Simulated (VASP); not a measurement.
# Na: single point with PBEsol

Na:

```xyz
4
Lattice="2.9396 0.0000 0.0000 -1.4698 2.5458 0.0000 0.0000 0.0000 9.6804" Properties=species:S:1:pos:R:3 pbc="T T T"
Na    0.0000    0.0000    0.0000
Na    0.0000    1.6972    2.4201
Na    0.0000    0.0000    4.8402
Na    1.4698    0.8486    7.2603
```

```yaml
Program: VASP 6.6.1
Task: single point
Functional: PBEsol
Potentials_or_basis: VASP PAW PBE potentials, release 64 (Na_pv)
Cutoff: 520 eV
k_mesh: 7 × 7 × 2
Occupations: methfessel-paxton, width 0.1 eV
Spin: no spin polarisation
```

* Pressure: 20.1 GPa
* Band gap on the k mesh: zero (band 14 reaches 5.10 eV, above the bottom of band 15 at -0.06 eV)

Stress tensor (GPa, compression positive):
```
20.02  0.00  0.00
 0.00 20.02  0.00
 0.00  0.00 20.19
```

Levels at points of the mesh, in eV from the Fermi level:
| k point | band 12 | band 13 | band 14 | band 15 | band 16 | band 17 |
| --- | --- | --- | --- | --- | --- | --- |
| (0.00, 0.00, 0.00) | -24.57 | -5.00 | -3.31 | -3.31 | 0.82 | 1.87 |
| (0.00, 0.00, 0.50) | -24.58 | -4.57 | -4.57 | -1.33 | -1.33 | 4.59 |

Wall time 11 s on 1 thread of Intel(R) Xeon(R) Platinum 8488C (Sapphire Rapids), on a shared host, peak memory 0.18 GiB.

Caveat: the PAW data sets were made with another functional, which shifts forces and pressure a little.
